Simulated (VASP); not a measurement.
# Sc (Cmcm) in VASP: further runs

Sc is run at these levels: PBEsol; tasks: single point.

Program: VASP 6.6.1. These are calculated values, not measurements. Logs are shortened: lines on timing, memory, paths and dates and some standing lists are left out, and cuts for length are marked.

### 1 The cell of the first run

It takes space group Cmcm (No. 63, orthorhombic). Conventional cell: a = 3.176 Å, b = 5.960 Å, c = 5.268 Å, α = 90.00°, β = 90.00°, γ = 90.00°. Sc (site symmetry m2m) has 12 Sc at 3.18 to 3.38 Å within 4.2 Å.

### 2 Single point, PBEsol (strain -0.0400 x Voigt [1, -1, 0, 0, 0, 0])

INCAR

```
SYSTEM = Sc
ALGO = Fast
EDIFF = 1E-7
ENCUT = 520
GGA = PS
ISIF = 2
ISMEAR = 0
LASPH = .TRUE.
LCHARG = .TRUE.
LELF = .TRUE.
LREAL = .FALSE.
LVHAR = .TRUE.
LWAVE = .FALSE.
NBANDS = 18
NELM = 100
PREC = Accurate
SIGMA = 0.15
```

KPOINTS

```
k-points
0
G
  18 18 10
  0 0 0
```

POSCAR

```
Sc
1.0
    3.1764459814      0.0000000000      0.0000000000
   -1.5882229907      2.9801231564      0.0000000000
    0.0000000000      0.0000000000      5.2680000000
Sc
2
Direct
    0.3333333333      0.6666666667      0.2500000000
    0.6666666667      0.3333333333      0.7500000000
```

Potentials or basis: VASP PAW PBE potentials, release 64 (Sc_sv).

Command:

```sh
$ cat potpaw_PBE.64/Sc_sv/POTCAR > POTCAR
$ mpirun -np 1 vasp_std > vasp.out
```

OUTCAR:

```text
SYSTEM = Sc
   EDIFF = 1E-7
   ENCUT = 520
   GGA = PS
   ISIF = 2
   ISMEAR = 0
   LASPH = .TRUE.
   LREAL = .FALSE.
   NELM = 100
   PREC = Accurate

 ion  position               nearest neighbor table
   1  0.333  0.667  0.250-   2 3.23   2 3.23   2 3.23   2 3.23   2 3.30   2 3.30
   2  0.667  0.333  0.750-   1 3.23   1 3.23   1 3.23   1 3.23   1 3.30   1 3.30

  LATTYP: Found a base centered orthorhombic cell.
 ALAT       =     3.1764459814
 B/A-ratio  =     1.8763883748
 C/A-ratio  =     1.6584572918

  Lattice vectors:

 A1 = (   1.5882229907,  -2.9801231564,   0.0000000000)
 A2 = (   1.5882229907,   2.9801231564,   0.0000000000)
 A3 = (   0.0000000000,   0.0000000000,   5.2680000000)

Analysis of symmetry for initial positions (statically):
=====================================================================
 Subroutine PRICEL returns:
 Original cell was already a primitive cell.

 Routine SETGRP: Setting up the symmetry group for a
 base centered orthorhombic supercell.

 Subroutine GETGRP returns: Found  8 space group operations
 (whereof  4 operations were pure point group operations)
 out of a pool of  8 trial point group operations.

The static configuration has the point symmetry C_2h.
 The point group associated with its full space group is D_2h.

Analysis of symmetry for dynamics (positions and initial velocities):
=====================================================================
 Subroutine PRICEL returns:
 Original cell was already a primitive cell.

 Routine SETGRP: Setting up the symmetry group for a
 base centered orthorhombic supercell.

 Subroutine GETGRP returns: Found  8 space group operations
 (whereof  4 operations were pure point group operations)
 out of a pool of  8 trial point group operations.

The dynamic configuration has the point symmetry C_2h.
 The point group associated with its full space group is D_2h.

 Subroutine INISYM returns: Found  8 space group operations
 (whereof  4 operations are pure point group operations),
 and found     1 'primitive' translations

----------------------------------------------------------------------------------------

                                     Primitive cell

  volume of cell :      49.8679

  direct lattice vectors                    reciprocal lattice vectors
     3.176445981  0.000000000  0.000000000     0.314817254  0.167778301  0.000000000
    -1.588222991  2.980123156  0.000000000     0.000000000  0.335556602  0.000000000
     0.000000000  0.000000000  5.268000000     0.000000000  0.000000000  0.189825361

  length of vectors
     3.176445981  3.376919646  5.268000000     0.356734441  0.335556602  0.189825361

  position of ions in fractional coordinates (direct lattice)
     0.333333333  0.666666667  0.250000000
     0.666666667  0.333333333  0.750000000

  ion indices of the primitive-cell ions
   primitive index   ion index
                 1           1
                 2           2

----------------------------------------------------------------------------------------

 KPOINTS: k-points

Automatic generation of k-mesh.
 Grid dimensions read from file:
 generate k-points for:   18   18   10

 Generating k-lattice:

  Cartesian coordinates                     Fractional coordinates (reciprocal lattice)
     0.017489847  0.009321017  0.000000000     0.055555556  0.000000000  0.000000000
     0.000000000  0.018642033  0.000000000     0.000000000  0.055555556  0.000000000
     0.000000000  0.000000000  0.018982536     0.000000000  0.000000000  0.100000000

  Length of vectors
     0.019818580  0.018642033  0.018982536

  Shift w.r.t. Gamma in fractional coordinates (k-lattice)
     0.000000000  0.000000000  0.000000000

 Subroutine IBZKPT returns following result:
 ===========================================

 Found    546 irreducible k-points:

 Following reciprocal coordinates:
            Coordinates               Weight
  0.000000  0.000000  0.000000      1.000000
  0.055556  0.000000  0.000000      4.000000
  0.111111  0.000000  0.000000      4.000000
  0.166667 -0.000000  0.000000      4.000000
  0.222222 -0.000000  0.000000      4.000000
  0.277778  0.000000  0.000000      4.000000
[... 16 lines left out ...]
 -0.333333  0.055556  0.000000      4.000000
 -0.277778  0.055556  0.000000      4.000000
 [... further k-points ...]
   k-points           NKPTS =    546   k-points in BZ     NKDIM =    546   number of bands    NBANDS=     18
   number of dos      NEDOS =    301   number of ions     NIONS =      2
   total plane-waves  NPLWV =  26880
   dimension x,y,z NGX =    24 NGY =   28 NGZ =   40
   dimension x,y,z NGXF=    48 NGYF=   56 NGZF=   80
   ions per type =               2
   NGX,Y,Z   is equivalent  to a cutoff of  12.56, 13.78, 12.62 a.u.
   NGXF,Y,Z  is equivalent  to a cutoff of  25.12, 27.57, 25.25 a.u.
 SYSTEM =  Sc
   PREC   = accura    normal or accurate (medium, high low for compatibility)
   ISTART =      0    job   : 0-new  1-cont  2-samecut
   ICHARG =      2    charge: 1-file 2-atom 10-const
   ISPIN  =      1    spin polarized calculation?
   LNONCOLLINEAR =      F non collinear calculations
   LSORBIT =      F    spin-orbit coupling
   LASPH  =      T    aspherical Exc in radial PAW
   ENCUT  =  520.0 eV  38.22 Ry    6.18 a.u.   5.91  6.28  9.79*2*pi/ulx,y,z
   NELM   =    100;   NELMIN=  2; NELMDL= -5     # of ELM steps
   EDIFF  = 0.1E-06   stopping-criterion for ELM
   LREAL  =      F    real-space projection
   EDIFFG = 0.1E-05   stopping-criterion for IOM
   NSW    =      0    number of steps for IOM
   IBRION =     -1    ionic relax: 0-MD 1-quasi-New 2-CG
   NFREE  =      0    steps in history (QN), initial steepest desc. (CG)
   ISIF   =      2    stress and relaxation
   ISYM   =      2    0-nonsym 1-usesym 2-fastsym
   POTIM  = 0.5000    time-step for ionic-motion
   TEBEG  =    0.0;   TEEND  =   0.0 temperature during run
   PSTRESS=    0.0 pullay stress
   NELECT =      22.0000    total number of electrons
   NUPDOWN=      -1.0000    fix difference up-down
   EMIN   =  10.00;   EMAX   =-10.00  energy-range for DOS
   EFERMI =   0.00;   METHOD = LEGACY
   ISMEAR =     0;   SIGMA  =   0.15  broadening in eV -4-tet -1-fermi 0-gaus
   EFERMI_NEDOS =   21; number of points for ismear=-14 and -15
   IALGO  =     68    algorithm
   IMIX   =      4    mixing-type and parameters
     AMIX     =   0.40;   BMIX     =  1.00
     AMIX_MAG =   1.60;   BMIX_MAG =  1.00
  volume/ion in A,a.u.               =      24.93       168.26
  Fermi-wavevector in a.u.,A,eV,Ry     =   1.246260  2.355089 21.132071  1.553163
  Thomas-Fermi vector in A             =   2.380445
   LORBIT       =      0    0 simple, 1 ext, 2 COOP (PROOUT), +10 PAW based schemes
   GGA     = PS    functional components
   LHFCALC =     F    Hartree Fock is set to
   AEXX    =    0.0000 exact exchange contribution
   IVDW    =     0    specifies the selected vdW correction
   LEPSILON=     F    determine dielectric tensor
   LRPA    =     F    only Hartree local field effects (RPA)
 non-spin polarized calculation
 RMM-DIIS sequential band-by-band and
 Gauss-broadening in eV      SIGMA  =   0.15
  energy-cutoff  :      520.00
  volume of cell :       49.87
 maximum number of plane-waves:      1363
   NGX = 11   NGY = 13   NGZ = 19

 number of electron      21.9999997 magnetization

 Free energy of the ion-electron system (eV)
  ---------------------------------------------------
  ext. energy  EPLUGINS =         0.00000000
  ---------------------------------------------------
  free energy    TOTEN  =       -13.17147777 eV

  energy without entropy =      -13.12350676  energy(sigma->0) =      -13.14749226

 E-fermi :   3.5107     XC(G=0):  -9.9420

 val. band max:        3.5102870139   @ k =   0.1111   0.4444   0.5000
 cond. band min:       3.5109734602   @ k =   0.0000   0.3889   0.5000
 fundamental gap:      0.0006864464
 Fermi energy:         3.5106890232

 k-point     1 :       0.0000    0.0000    0.0000
  band No.  band energies     occupation
      1     -45.7343      2.00000
      2     -45.6709      2.00000
      3     -24.6337      2.00000
      4     -24.3141      2.00000
      5     -24.2860      2.00000
      6     -24.2566      2.00000
[... 10 lines left out ...]
     17       5.8681      0.00000
     18       5.9824      0.00000

 k-point     2 :       0.0556    0.0000    0.0000
  band No.  band energies     occupation
      1     -45.7326      2.00000
      2     -45.6701      2.00000
      3     -24.6295      2.00000
      4     -24.3172      2.00000
      5     -24.2955      2.00000
      6     -24.2585      2.00000
[... 10 lines left out ...]
     17       5.8316      0.00000
     18       5.9142      0.00000

 k-point     3 :       0.1111    0.0000    0.0000
  band No.  band energies     occupation
      1     -45.7277      2.00000
      2     -45.6679      2.00000
      3     -24.6172      2.00000
      4     -24.3308      2.00000
      5     -24.3173      2.00000
      6     -24.2733      2.00000
[... 10 lines left out ...]
     17       5.7506      0.00000
     18       5.7771      0.00000

 k-point     4 :       0.1667   -0.0000    0.0000
  band No.  band energies     occupation
      1     -45.7201      2.00000
      2     -45.6646      2.00000
      3     -24.5975      2.00000
      4     -24.3691      2.00000
      5     -24.3332      2.00000
      6     -24.3123      2.00000
[... 375 lines left out ...]
      4     -24.5068      2.00000
      5     -24.4888      2.00000
      6     -24.3709      2.00000
[... 10 lines left out ...]
     17       6.7627      0.00000
     18       7.1594      0.00000

 k-point    23 :      -0.3333    0.0556    0.0000
  band No.  band energies     occupation
      1     -45.6925      2.00000
      2     -45.6545      2.00000
      3     -24.5208      2.00000
      4     -24.5112      2.00000
      5     -24.4670      2.00000
      6     -24.3565      2.00000
[... 10 lines left out ...]
     17       6.3567      0.00000
     18       6.7136      0.00000

 k-point    24 :      -0.2778    0.0556    0.0000
  band No.  band energies     occupation
      1     -45.7031      2.00000
      2     -45.6577      2.00000
      3     -24.5522      2.00000
      4     -24.4587      2.00000
      5     -24.4186      2.00000
      6     -24.3407      2.00000
[... 10 lines left out ...]
     17       6.0590      0.00000
     18       6.3113      0.00000

 [... further k-points ...]
[... 5 lines left out ...]
  --------------------------------------------------------------------------------------
  -------------------------------------------------------------------------------------
  Total        0.2759267     -1.5478981     -1.1229315      0.0000000     -0.0000000      0.0000000
  in kB        8.8650853    -49.7314914    -36.0779943      0.0000000     -0.0000000      0.0000000
  external PRESSURE =     -25.6481335 kB  Pullay stress =       0.0000000 kB

 VOLUME and BASIS-vectors are now :
 -----------------------------------------------------------------------------
  energy-cutoff  :      520.00
  volume of cell :       49.87
      direct lattice vectors                 reciprocal lattice vectors
     3.176445981  0.000000000  0.000000000     0.314817254  0.167778301  0.000000000
    -1.588222991  2.980123156  0.000000000     0.000000000  0.335556602  0.000000000
     0.000000000  0.000000000  5.268000000     0.000000000  0.000000000  0.189825361

 POSITION                                       TOTAL-FORCE (eV/Angst)
 -----------------------------------------------------------------------------------
     -0.00000      1.98675      1.31700        -0.000000      0.118150      0.000000
      1.58822      0.99337      3.95100         0.000000     -0.118150     -0.000000
 -----------------------------------------------------------------------------------
    total drift:                               -0.000000      0.000000     -0.000000

  FREE ENERGIE OF THE ION-ELECTRON SYSTEM (eV)
  ---------------------------------------------------
  free  energy   TOTEN  =       -13.1714777673 eV

  energy  without entropy=      -13.1235067610  energy(sigma->0) =      -13.14749226
```

Wall time 3.9 min (1 thread of Intel Xeon 6975P-C (Granite Rapids), shared host); peak memory 0.48 GiB.

Results:

| Property | Result |
| --- | --- |
| Free energy | -13.1715 eV |
| Pressure | -2.6 GPa |
| Largest force | 0.118 eV/Å |
| Band gap on the k mesh | zero (band 11 reaches 4.38 eV, above the bottom of band 12 at 3.02 eV) |

Forces on the atoms (eV/Å):
```
Sc   0.000  0.118  0.000
Sc   0.000 -0.118  0.000
```

Caveat: the cell differs from its parent crystal (strain -0.0400 x Voigt [1, -1, 0, 0, 0, 0]); the PAW data sets were made with another functional, which shifts forces and pressure a little.

### 3 Single point, PBEsol (strain +0.0300 x Voigt [1, -1, 0, 0, 0, 0])

INCAR

```
SYSTEM = Sc
  ALGO = Fast
  EDIFF = 1E-7
  ENCUT = 520
  GGA = PS
  ISIF = 2
  ISMEAR = 0
  LASPH = .TRUE.
  LCHARG = .FALSE.
  LREAL = .FALSE.
  LWAVE = .FALSE.
  NBANDS = 18
  NELM = 100
  PREC = Accurate
  SIGMA = 0.15
```

KPOINTS is that of step 2.

POSCAR

```
Sc
1.0
    3.4080618342      0.0000000000      0.0000000000
   -1.7040309171      2.7795379440      0.0000000000
    0.0000000000      0.0000000000      5.2680000000
Sc
2
Direct
    0.3333333333      0.6666666667      0.2500000000
    0.6666666667      0.3333333333      0.7500000000
```

Potentials or basis: VASP PAW PBE potentials, release 64 (Sc_sv).

Command:

```sh
$ cat potpaw_PBE.64/Sc_sv/POTCAR > POTCAR
$ mpirun -np 1 vasp_std > vasp.out
```

It took 4.1 min on 1 thread of Intel Xeon 6975P-C (Granite Rapids), shared host; peak memory 0.48 GiB.

Results (log left out):

```
Free energy            : -13.1878 eV
Pressure               : -2.7 GPa
Largest force          : 0.087 eV/Å
Band gap on the k mesh : zero (band 11 reaches 4.38 eV, above the bottom of band 12 at 3.05 eV)
```

Forces in eV/Å, atoms in the order of the input:
```
Sc   0.000 -0.087  0.000
Sc   0.000  0.087  0.000
```

Stress tensor (GPa, compression positive):
```
-4.19  0.00  0.00
 0.00 -0.07  0.00
 0.00  0.00 -3.71
```

Levels at points of the mesh, in eV from the Fermi level:
```
           k point  band 8  band 9  band 10  band 11  band 12  band 13  band 14  band 15
(0.00, 0.00, 0.00)  -27.74   -5.12    -1.67     0.44     1.28     1.70     1.73     1.90
(0.50, 0.00, 0.00)  -27.79   -1.65    -1.07    -0.69    -0.34     1.11     1.57     1.66
(0.00, 0.50, 0.00)  -27.82   -1.49    -1.01    -0.68    -0.14     1.16     1.29     1.94
(0.00, 0.00, 0.50)  -27.78   -3.63    -3.63     0.87     0.87     1.26     1.26     1.80
(0.50, 0.00, 0.50)  -27.83   -1.50    -1.50     0.01     0.01     1.15     1.15     2.48
(0.00, 0.50, 0.50)  -27.84   -1.40    -1.40     0.10     0.10     1.44     1.44     2.19
```

Caveat: the cell differs from its parent crystal (strain +0.0300 x Voigt [1, -1, 0, 0, 0, 0]); the PAW data sets were made with another functional, which shifts forces and pressure a little.
